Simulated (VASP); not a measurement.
## RbCaH3: single point with LDA

Crystal: RbCaH3.

```
Rb Ca H
1.0
     4.39793    0.00000    0.00000
     0.00000    4.39793    0.00000
     0.00000    0.00000    4.39793
Rb Ca H
1 1 3
Direct
  0.00000 0.00000 0.00000
  0.50000 0.50000 0.50000
  0.00000 0.50000 0.50000
  0.50000 0.00000 0.50000
  0.50000 0.50000 0.00000
```

```
Program                : VASP 6.6.1
Task                   : single point
Functional             : LDA
Potentials or basis    : VASP PAW LDA potentials, release 64 (Rb_sv, Ca_sv, H)
Cutoff                 : 520 eV
k mesh                 : 6 × 6 × 6
Occupations            : gaussian, width 0.02 eV
Spin                   : no spin polarisation
Dipole correction      : no
Further INCAR settings : ALGO = Normal; EDIFF = 1e-07; NBANDS = 19
```

| Quantity | Value |
| --- | --- |
| Pressure | 0.1 GPa |
| Band gap on the k mesh | 2.82 eV, direct |

Levels at points of the mesh, in eV from the valence-band top:
```tsv
k point	band 9	band 10	band 11	band 12	band 13	band 14
(0.00, 0.00, 0.00)	-3.10	-0.61	-0.61	6.02	6.02	6.02
(0.50, 0.00, 0.00)	-1.64	-0.86	-0.32	5.53	5.53	5.59
(0.50, 0.50, 0.00)	-1.41	0.00	0.00	2.82	4.80	4.80
(0.50, 0.50, 0.50)	-0.30	-0.30	-0.30	4.28	4.28	4.28
```

Run time: 25 s on 1 thread of Intel(R) Xeon(R) Platinum 8375C CPU @ 2.90GHz (Ice Lake) (shared host), peak memory 0.19 GiB.

A k mesh can miss the band edges. LDA gaps usually lie below the measured ones, often by a third to a half.
